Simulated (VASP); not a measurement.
# CaO in VASP: notebook

CaO is run at these levels: PBEsol; tasks: single point, relaxation of cell and atoms.

All numbers are computed with VASP 6.6.1; they aren't measurements. Logs are shortened: lines on timing, memory, paths and dates and some standing lists are left out, and cuts for length are marked.

### Step 1. The cell of the first run

The structure is trigonal, space group R3m (No. 160). The conventional cell has a = 3.371 Å, b = 3.371 Å, c = 8.257 Å, α = 90.00°, β = 90.00°, γ = 120.00°. Within 3.1 Å of Ca (site symmetry 3m) lie 6 O at 2.37 to 2.39 Å. Within 3.1 Å of O (site symmetry 3m) lie 6 Ca at 2.37 to 2.39 Å.

### Step 2. Single point, PBEsol (atom 1 moved by [-0.01, -0.01, -0.01] A)

Contents of INCAR:

```
PREC = Accurate
ENCUT = 520
EDIFF = 1E-7
ISMEAR = 0
SIGMA = 0.01
LREAL = F
LASPH = T
NELM = 80
ALGO = Normal
ISIF = 2
LWAVE = F
LCHARG = F
GGA = PS
NBANDS = 15
```

Contents of KPOINTS:

```
regular mesh
0
Gamma
  10 10 10
```

Contents of POSCAR:

```
CaO
1.0
    0.0000000000      2.3835762404      2.3835762404
    2.3835762404      0.0000000000      2.3835762404
    2.3835762404      2.3835762404      0.0000000000
Ca O
1 1
Direct
   -0.0020976883     -0.0020976883     -0.0020976883
    0.5000000000      0.5000000000      0.5000000000
```

Potentials or basis: VASP PAW PBE potentials, release 64 (Ca_sv, O).

Run with:

```
$ cat potpaw_PBE.64/Ca_sv/POTCAR potpaw_PBE.64/O/POTCAR > POTCAR
$ mpirun -np 1 vasp_std > vasp.out
```

OUTCAR:

```text
PREC = Accurate
   ENCUT = 520
   EDIFF = 1E-7
   ISMEAR = 0
   LREAL = F
   LASPH = T
   NELM = 80
   ISIF = 2
   GGA = PS

 ion  position               nearest neighbor table
   1  0.998  0.998  0.998-   2 2.37   2 2.37   2 2.37   2 2.39   2 2.39   2 2.39
   2  0.500  0.500  0.500-   1 2.37   1 2.37   1 2.37   1 2.39   1 2.39   1 2.39

  LATTYP: Found a face centered cubic cell.
 ALAT       =     4.7671524808

  Lattice vectors:

 A1 = (   0.0000000000,   2.3835762404,   2.3835762404)
 A2 = (   2.3835762404,   0.0000000000,   2.3835762404)
 A3 = (   2.3835762404,   2.3835762404,   0.0000000000)

Analysis of symmetry for initial positions (statically):
=====================================================================
 Subroutine PRICEL returns:
 Original cell was already a primitive cell.

 Routine SETGRP: Setting up the symmetry group for a
 face centered cubic supercell.

 Subroutine GETGRP returns: Found  6 space group operations
 (whereof  6 operations were pure point group operations)
 out of a pool of 48 trial point group operations.

The static configuration has the point symmetry C_3v.

Analysis of symmetry for dynamics (positions and initial velocities):
=====================================================================
 Subroutine PRICEL returns:
 Original cell was already a primitive cell.

 Routine SETGRP: Setting up the symmetry group for a
 face centered cubic supercell.

 Subroutine GETGRP returns: Found  6 space group operations
 (whereof  6 operations were pure point group operations)
 out of a pool of 48 trial point group operations.

The dynamic configuration has the point symmetry C_3v.

 Subroutine INISYM returns: Found  6 space group operations
 (whereof  6 operations are pure point group operations),
 and found     1 'primitive' translations

----------------------------------------------------------------------------------------

                                     Primitive cell

  volume of cell :      27.0843

  direct lattice vectors                    reciprocal lattice vectors
     0.000000000  2.383576240  2.383576240    -0.209768830  0.209768830  0.209768830
     2.383576240  0.000000000  2.383576240     0.209768830 -0.209768830  0.209768830
     2.383576240  2.383576240  0.000000000     0.209768830  0.209768830 -0.209768830

  length of vectors
     3.370885846  3.370885846  3.370885846     0.363330272  0.363330272  0.363330272

  position of ions in fractional coordinates (direct lattice)
     0.997902312  0.997902312  0.997902312
     0.500000000  0.500000000  0.500000000

  ion indices of the primitive-cell ions
   primitive index   ion index
                 1           1
                 2           2

----------------------------------------------------------------------------------------

 KPOINTS: regular mesh

Automatic generation of k-mesh.
 Grid dimensions read from file:
 generate k-points for:   10   10   10

 Generating k-lattice:

  Cartesian coordinates                     Fractional coordinates (reciprocal lattice)
    -0.020976883  0.020976883  0.020976883     0.100000000  0.000000000  0.000000000
     0.020976883 -0.020976883  0.020976883     0.000000000  0.100000000  0.000000000
     0.020976883  0.020976883 -0.020976883     0.000000000  0.000000000  0.100000000

  Length of vectors
     0.036333027  0.036333027  0.036333027

  Shift w.r.t. Gamma in fractional coordinates (k-lattice)
     0.000000000  0.000000000  0.000000000

 Subroutine IBZKPT returns following result:
 ===========================================

 Found    116 irreducible k-points:

 Following reciprocal coordinates:
            Coordinates               Weight
  0.000000  0.000000  0.000000      1.000000
  0.100000  0.000000  0.000000      6.000000
  0.100000  0.100000  0.100000      2.000000
  0.200000  0.000000  0.000000      6.000000
  0.200000  0.200000  0.200000      2.000000
  0.300000  0.000000  0.000000      6.000000
[... 16 lines left out ...]
  0.100000  0.100000 -0.400000      6.000000
  0.500000  0.400000  0.500000      6.000000
 [... further k-points ...]
   k-points           NKPTS =    116   k-points in BZ     NKDIM =    116   number of bands    NBANDS=     15
   number of dos      NEDOS =    301   number of ions     NIONS =      2
   total plane-waves  NPLWV =  21952
   dimension x,y,z NGX =    28 NGY =   28 NGZ =   28
   dimension x,y,z NGXF=    56 NGYF=   56 NGZF=   56
   ions per type =               1   1
   NGX,Y,Z   is equivalent  to a cutoff of  13.81, 13.81, 13.81 a.u.
   NGXF,Y,Z  is equivalent  to a cutoff of  27.62, 27.62, 27.62 a.u.
 SYSTEM =  unknown system
   PREC   = accura    normal or accurate (medium, high low for compatibility)
   ISTART =      0    job   : 0-new  1-cont  2-samecut
   ICHARG =      2    charge: 1-file 2-atom 10-const
   ISPIN  =      1    spin polarized calculation?
   LNONCOLLINEAR =      F non collinear calculations
   LSORBIT =      F    spin-orbit coupling
   LASPH  =      T    aspherical Exc in radial PAW
   ENCUT  =  520.0 eV  38.22 Ry    6.18 a.u.   6.27  6.27  6.27*2*pi/ulx,y,z
   NELM   =     80;   NELMIN=  2; NELMDL= -5     # of ELM steps
   EDIFF  = 0.1E-06   stopping-criterion for ELM
   LREAL  =      F    real-space projection
   EDIFFG = 0.1E-05   stopping-criterion for IOM
   NSW    =      0    number of steps for IOM
   IBRION =     -1    ionic relax: 0-MD 1-quasi-New 2-CG
   NFREE  =      0    steps in history (QN), initial steepest desc. (CG)
   ISIF   =      2    stress and relaxation
   ISYM   =      2    0-nonsym 1-usesym 2-fastsym
   POTIM  = 0.5000    time-step for ionic-motion
   TEBEG  =    0.0;   TEEND  =   0.0 temperature during run
   PSTRESS=    0.0 pullay stress
   NELECT =      16.0000    total number of electrons
   NUPDOWN=      -1.0000    fix difference up-down
   EMIN   =  10.00;   EMAX   =-10.00  energy-range for DOS
   EFERMI =   0.00;   METHOD = LEGACY
   ISMEAR =     0;   SIGMA  =   0.01  broadening in eV -4-tet -1-fermi 0-gaus
   EFERMI_NEDOS =   21; number of points for ismear=-14 and -15
   IALGO  =     38    algorithm
   IMIX   =      4    mixing-type and parameters
     AMIX     =   0.40;   BMIX     =  1.00
     AMIX_MAG =   1.60;   BMIX_MAG =  1.00
  volume/ion in A,a.u.               =      13.54        91.39
  Fermi-wavevector in a.u.,A,eV,Ry     =   1.373649  2.595820 25.672991  1.886912
  Thomas-Fermi vector in A             =   2.499147
   LORBIT       =      0    0 simple, 1 ext, 2 COOP (PROOUT), +10 PAW based schemes
   GGA     = PS    functional components
   LHFCALC =     F    Hartree Fock is set to
   AEXX    =    0.0000 exact exchange contribution
   IVDW    =     0    specifies the selected vdW correction
   LEPSILON=     F    determine dielectric tensor
   LRPA    =     F    only Hartree local field effects (RPA)
 non-spin polarized calculation
 Gauss-broadening in eV      SIGMA  =   0.01
  energy-cutoff  :      520.00
  volume of cell :       27.08
 maximum number of plane-waves:       745
 NGX is ok and might be reduce to    28
   NGX = 13   NGY = 13   NGZ = 13

 number of electron      15.9999997 magnetization

 Free energy of the ion-electron system (eV)
  ---------------------------------------------------
  ext. energy  EPLUGINS =         0.00000000
  ---------------------------------------------------
  free energy    TOTEN  =       -13.41029406 eV

  energy without entropy =      -13.41029406  energy(sigma->0) =      -13.41029406

 E-fermi :   2.4873     XC(G=0): -10.8588

 val. band max:        2.3344547864   @ k =   0.0000   0.0000   0.0000
 cond. band min:       5.8595073215   @ k =   0.5000   0.5000   0.0000
 fundamental gap:      3.5250525350
 Fermi energy:         2.4873193005

 k-point     1 :       0.0000    0.0000    0.0000
  band No.  band energies     occupation
      1     -34.9518      2.00000
      2     -15.7741      2.00000
      3     -15.7737      2.00000
      4     -15.7737      2.00000
      5     -13.1567      2.00000
      6       2.3343      2.00000
      7       2.3345      2.00000
      8       2.3345      2.00000
      9       7.0991      0.00000
     10       8.5863      0.00000
     11       8.5863      0.00000
     12       8.5879      0.00000
     13      10.1678      0.00000
     14      10.1678      0.00000
     15      17.3154      0.00000

 k-point     2 :       0.1000    0.0000    0.0000
  band No.  band energies     occupation
      1     -34.9405      2.00000
      2     -15.9433      2.00000
      3     -15.7796      2.00000
      4     -15.7795      2.00000
      5     -12.9813      2.00000
      6       1.9567      2.00000
      7       2.1865      2.00000
      8       2.1875      2.00000
      9       7.5669      0.00000
     10       8.5465      0.00000
     11       8.7658      0.00000
     12       8.7678      0.00000
     13      10.4223      0.00000
     14      10.4226      0.00000
     15      17.7551      0.00000

 k-point     3 :       0.1000    0.1000    0.1000
  band No.  band energies     occupation
      1     -34.9405      2.00000
      2     -15.9434      2.00000
      3     -15.7795      2.00000
      4     -15.7795      2.00000
      5     -12.9814      2.00000
      6       1.9575      2.00000
      7       2.1865      2.00000
      8       2.1865      2.00000
      9       7.5667      0.00000
     10       8.5493      0.00000
     11       8.7661      0.00000
     12       8.7661      0.00000
     13      10.4221      0.00000
     14      10.4221      0.00000
     15      17.7551      0.00000
[... 343 lines left out ...]
 k-point    23 :       0.1000    0.1000   -0.4000
  band No.  band energies     occupation
      1     -34.8288      2.00000
      2     -16.9793      2.00000
      3     -15.8807      2.00000
      4     -15.8520      2.00000
      5     -11.9003      2.00000
      6      -0.2436      2.00000
      7       1.0801      2.00000
      8       1.1466      2.00000
      9       9.2658      0.00000
     10      10.0488      0.00000
     11      10.9415      0.00000
     12      11.5106      0.00000
     13      12.8564      0.00000
     14      13.2312      0.00000
     15      16.7584      0.00000

 k-point    24 :       0.5000    0.4000    0.5000
  band No.  band energies     occupation
      1     -34.8289      2.00000
      2     -16.9789      2.00000
      3     -15.8807      2.00000
      4     -15.8519      2.00000
      5     -11.9008      2.00000
      6      -0.2438      2.00000
      7       1.0792      2.00000
      8       1.1461      2.00000
      9       9.2653      0.00000
     10      10.0520      0.00000
     11      10.9425      0.00000
     12      11.5128      0.00000
     13      12.8568      0.00000
     14      13.2293      0.00000
     15      16.7569      0.00000

 [... further k-points ...]

------------------------ aborting loop because EDIFF is reached ----------------------------------------

  FORCE on cell =-STRESS in cart. coord.  units (eV):
  Direction    XX          YY          ZZ          XY          YZ          ZX
  --------------------------------------------------------------------------------------
  -------------------------------------------------------------------------------------
  Total        0.1113685      0.1113685      0.1113685     -0.0004815     -0.0004815     -0.0004815
  in kB        6.5880319      6.5880319      6.5880319     -0.0284816     -0.0284816     -0.0284816
  external PRESSURE =       6.5880319 kB  Pullay stress =       0.0000000 kB

 VOLUME and BASIS-vectors are now :
 -----------------------------------------------------------------------------
  energy-cutoff  :      520.00
  volume of cell :       27.08
      direct lattice vectors                 reciprocal lattice vectors
     0.000000000  2.383576240  2.383576240    -0.209768830  0.209768830  0.209768830
     2.383576240  0.000000000  2.383576240     0.209768830 -0.209768830  0.209768830
     2.383576240  2.383576240  0.000000000     0.209768830  0.209768830 -0.209768830

 POSITION                                       TOTAL-FORCE (eV/Angst)
 -----------------------------------------------------------------------------------
      4.75715      4.75715      4.75715         0.032893      0.032893      0.032893
      2.38358      2.38358      2.38358        -0.032893     -0.032893     -0.032893
 -----------------------------------------------------------------------------------
    total drift:                               -0.000039     -0.000039     -0.000039

  FREE ENERGIE OF THE ION-ELECTRON SYSTEM (eV)
  ---------------------------------------------------
  free  energy   TOTEN  =       -13.4102940614 eV

  energy  without entropy=      -13.4102940614  energy(sigma->0) =      -13.41029406
```

Wall time 97 s (1 thread of Intel Xeon 8259CL, shared host); peak memory 0.19 GiB.

Results:

```
Free energy            : -13.4103 eV
Pressure               : 0.7 GPa
Largest force          : 0.057 eV/Å
Band gap on the k mesh : 3.52 eV (least direct gap 3.90 eV)
```

Forces on the atoms (eV/Å):
```
Ca   0.033  0.033  0.033
O   -0.033 -0.033 -0.033
```

Caveat: the cell differs from its parent crystal (atom 1 moved by [-0.01, -0.01, -0.01] A); the PAW data sets were made with another functional, which shifts forces and pressure a little. A k mesh can miss the band edges.

### Step 3. Relaxation of cell and atoms, PBEsol

This run uses another cell than the first one, of 13.94 Å³/atom.

Contents of INCAR:

```
PREC = Accurate ; ENCUT = 600
EDIFF = 1E-7 ; ISMEAR = -1
SIGMA = 0.08 ; LREAL = F
LASPH = T ; NELM = 80
ALGO = Normal ; ISIF = 3
LWAVE = F ; LCHARG = F
GGA = PS ; IBRION = 2
NSW = 100 ; EDIFFG = -0.002
```

Contents of KPOINTS:

```
regular mesh
0
Gamma
  12 12 12
```

Contents of POSCAR:

```
CaO
1.0
    0.0000000000      2.4065000000      2.4065000000
    2.4065000000      0.0000000000      2.4065000000
    2.4065000000      2.4065000000      0.0000000000
Ca O
1 1
Direct
    0.0000000000      0.0000000000      0.0000000000
    0.5000000000      0.5000000000      0.5000000000
```

Potentials or basis: VASP PAW PBE potentials, release 64 (Ca_sv, O).

Run with:

```
$ cat potpaw_PBE.64/Ca_sv/POTCAR potpaw_PBE.64/O/POTCAR > POTCAR
$ mpirun -np 1 vasp_std > vasp.out
```

It took 2.5 min on 1 thread of Intel Xeon 8259CL, shared host; peak memory 0.19 GiB.

The run converged. Its results:

| Property | Result |
| --- | --- |
| Free energy | -13.4147 eV |
| Relaxed volume | 13.61 Å³/atom |
| Relaxed cell | a = 3.376 Å, b = 3.376 Å, c = 3.376 Å, α = 60.00°, β = 60.00°, γ = 60.00° |
| Space group after relaxing (to 0.1 Å) | Fm-3m (No. 225) |
| Energy gained by relaxing | 2.8 meV/atom |
| Ionic steps | 3 |
| Pressure after relaxing | 0.0 GPa |
| Band gap on the k mesh | 3.53 eV (least direct gap 3.90 eV) |

The path:
```tsv
step	energy change (eV)	largest force (eV/Å)	pressure (GPa)	volume (Å³)
1	0.0000	0.0000	-2.62	27.87
2	-0.0047	0.0000	1.08	26.96
3	-0.0055	0.0000	0.00	27.21
```

Final structure:
```cif
data_structure
_symmetry_space_group_name_H-M 'P 1'
_symmetry_Int_Tables_number 1
_cell_length_a 3.3762
_cell_length_b 3.3762
_cell_length_c 3.3762
_cell_angle_alpha 60.000
_cell_angle_beta 60.000
_cell_angle_gamma 60.000
_cell_volume 27.21
loop_
_atom_site_label
_atom_site_type_symbol
_atom_site_fract_x
_atom_site_fract_y
_atom_site_fract_z
_atom_site_occupancy
Ca1 Ca 0.00000 0.00000 0.00000 1
O1 O 0.50000 0.50000 0.50000 1
```

Levels at points of the mesh, in eV from the valence-band top:
| k point | band 5 | band 6 | band 7 | band 8 | band 9 | band 10 | band 11 | band 12 |
| --- | --- | --- | --- | --- | --- | --- | --- | --- |
| (0.00, 0.00, 0.00) | -15.48 | 0.00 | 0.00 | 0.00 | 4.73 | 6.24 | 6.24 | 6.24 |
| (0.50, 0.00, 0.00) | -14.16 | -2.74 | -1.26 | -1.26 | 7.11 | 8.48 | 8.49 | 8.49 |
| (0.50, 0.50, 0.00) | -15.24 | -1.31 | -0.37 | -0.37 | 3.53 | 8.19 | 9.04 | 9.73 |

Caveat: the PAW data sets were made with another functional, which shifts forces and pressure a little. A k mesh can miss the band edges.
